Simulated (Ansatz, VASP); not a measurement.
**One calculation of KCl, two programs**

Contents of INCAR:

```
  PREC = Accurate
  ENCUT = 520
  EDIFF = 1E-7
  ISMEAR = -1
  SIGMA = 0.28
  LREAL = False
  LASPH = True
  NELM = 100
  ALGO = Normal
  ISIF = 2
  LWAVE = False
  LCHARG = False
  GGA = PE
  NBANDS = 15
```

File KPOINTS:

```
regular mesh
0
Gamma
  7 7 7
```

Contents of POSCAR:

```
KCl
1.0
    0.0000000000      3.1561000000      3.1561000000
    3.1561000000      0.0000000000      3.1561000000
    3.1561000000      3.1561000000      0.0000000000
K Cl
1 1
Direct
    0.0000000000      0.0000000000      0.0000000000
    0.5000000000      0.5000000000      0.5000000000
```

Input for Ansatz:

```yaml
crystal:
  lattice:
    - [0.0, 3.1561, 3.1561]
    - [3.1561, 0.0, 3.1561]
    - [3.1561, 3.1561, 0.0]
  atoms:
    - { symbol: K, position: [0.0, 0.0, 0.0] }
    - { symbol: Cl, position: [0.5, 0.5, 0.5] }
kpoints:
  mp_grid: { grid: [7, 7, 7] }
scf:
  occupations: { method: fermi_dirac, width: 0.28 }
hamiltonian:
  xc: pbe
  pseudopotentials: { kind: all_electron, lapw: { basis_error: 0.0005 } }
output:
  forces: true
  stress: true
  eigenvalues: true
```

Alike in both runs: task single point; functional PBE; k mesh 7 × 7 × 7; occupations fermi-dirac, width 0.28 eV; no spin polarisation.

|  | VASP | Ansatz |
| --- | --- | --- |
| version | VASP 6.6.1 | Ansatz 0.2.0 |
| potentials or method | VASP PAW PBE potentials, release 64 (K_sv, Cl), cutoff 520 eV | all-electron LAPW, scalar-relativistic |

|  | VASP | Ansatz | Ansatz less VASP |
| --- | --- | --- | --- |
| pressure (GPa) | 0.6 | 0.6 | -0.02 |

Ansatz ran all-electron here, and VASP with PAW potentials.
